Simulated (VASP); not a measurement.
The system is LaSiO.

```xyz
3
Lattice="4.3689 0.0000 0.0000 0.0000 4.3689 0.0000 0.0000 0.0000 3.5629" Properties=species:S:1:pos:R:3 pbc="T T T"
La    2.1844    2.1844    0.0000
Si    0.0000    0.0000    0.0000
O     0.0000    0.0000    1.7814
```

The cell was generated, and may not be a known phase.

- Program: VASP 6.6.1
- Task: relaxation of cell and atoms
- Functional: PBE
- Potentials or basis: VASP PAW PBE potentials, release 64 (La, Si, O)
- Cutoff: 600 eV
- k mesh: 4 × 4 × 6
- Occupations: gaussian, width 0.1 eV
- Spin: no spin polarisation

At the start: pressure 0.9 GPa; volume 22.67 Å³/atom.

Q: Where does the relaxation end?

A: Over 7 steps the energy falls by 67.2 meV/atom and the volume is 22.19 Å³/atom (-2.1 %); space group P4/mmm (No. 123, to 0.1 Å) before and after.

The path:
| step | energy change (eV) | largest force (eV/Å) | pressure (GPa) | volume (Å³) |
| --- | --- | --- | --- | --- |
| 1 | 0.0000 | 0.0000 | 0.89 | 68.00 |
| 2 | -0.1838 | 0.0000 | -2.15 | 69.04 |
| 3 | -0.1837 | 0.0000 | -2.12 | 69.02 |
| 4 | -0.2005 | 0.0000 | 0.33 | 66.16 |
| 5 | -0.2013 | 0.0000 | -0.12 | 66.63 |
| 6 | -0.2013 | 0.0000 | -0.16 | 66.68 |
| 7 | -0.2016 | 0.0000 | -0.03 | 66.57 |

Final structure:
```yaml
crystal:
  lattice:
    - [4.19344, 0.00000, 0.00000]
    - [0.00000, 4.19344, 0.00000]
    - [0.00000, 0.00000, 3.78555]
  atoms:
    - { symbol: La, position: [0.50000, 0.50000, 0.00000] }
    - { symbol: Si, position: [0.00000, 0.00000, 0.00000] }
    - { symbol: O, position: [0.00000, 0.00000, 0.50000] }
```

Caveat: an odd number of electrons without spin polarisation forces a metal; a magnetic or distorted state may lie lower.
